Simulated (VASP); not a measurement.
A run of VASP 6.6.1 is set up as follows.

INCAR

```
SYSTEM = W
PREC = Accurate
ENCUT = 520
EDIFF = 1E-6
ISMEAR = -1
SIGMA = 0.06122561905347299
LREAL = .False.
LASPH = .True.
NELM = 80
ALGO = Normal
ISIF = 2
LWAVE = .False.
LCHARG = .False.
GGA = PE
NBANDS = 13
```

KPOINTS

```
Automatic mesh
0
Gamma
  48 48 48
  0 0 0
```

Contents of POSCAR:

```
W
1.0
   -1.5922416948      1.5922416948      1.5922416948
    1.5922416948     -1.5922416948      1.5922416948
    1.5922416948      1.5922416948     -1.5922416948
W
1
Direct
    0.0000000000      0.0000000000      0.0000000000
```

Potentials or basis: VASP PAW PBE potentials, release 64 (W_sv).

The run is started by

```console
$ cat potpaw_PBE.64/W_sv/POTCAR > POTCAR
$ mpirun -np 1 vasp_std > vasp.out
```

Task: Estimate the pressure.

Result: 0.3 GPa.

Task: What does it give for the band gap on the k mesh?

Result: Zero (bands 7 and 8 overlap by 6.23 eV).

Caveat: spin-orbit coupling is left out, which moves the levels of the heavy elements.
